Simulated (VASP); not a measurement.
Runs of VASP 6.6.1 on CdS. The structure is that of space group Fm-3m (No. 225), or close to it. The cells are those of the table. 

| task | cell | cutoff (eV) | gap on the mesh (eV) | pressure (GPa) |
| --- | --- | --- | --- | --- |
| relaxation of cell and atoms | relaxed to 10 GPa from a = 3.856 Å, angles 60.0°, 2 atoms | 600 | 0.71 | 10.0 |
| single point | a = 3.841 Å, angles 60.0°, 2 atoms | 520 | 0.73 | (a) |
| relaxation of cell and atoms | relaxed to 2 GPa from a = 3.856 Å, angles 60.0°, 2 atoms | 600 | 0.73 | 2.0 |
| relaxation of cell and atoms | relaxed to 1 GPa from a = 3.856 Å, angles 60.0°, 2 atoms | 600 | 0.73 | 1.0 |

Alike in all rows: level r2SCAN; potentials or basis VASP PAW PBE potentials, release 64 (Cd, S); no spin polarisation; k mesh 8 × 8 × 8; smearing gaussian 0.01 eV.

**Question.** Estimate the missing entries.

**Answer.** (a) 1.5.

Caveats: the PAW data sets were made with another functional, which shifts forces and pressure a little; the cell is relaxed towards a set pressure, so the run minimises the enthalpy, not the energy (at least some runs).

A k mesh can miss the band edges, and the runs leave out spin-orbit coupling on Cd.
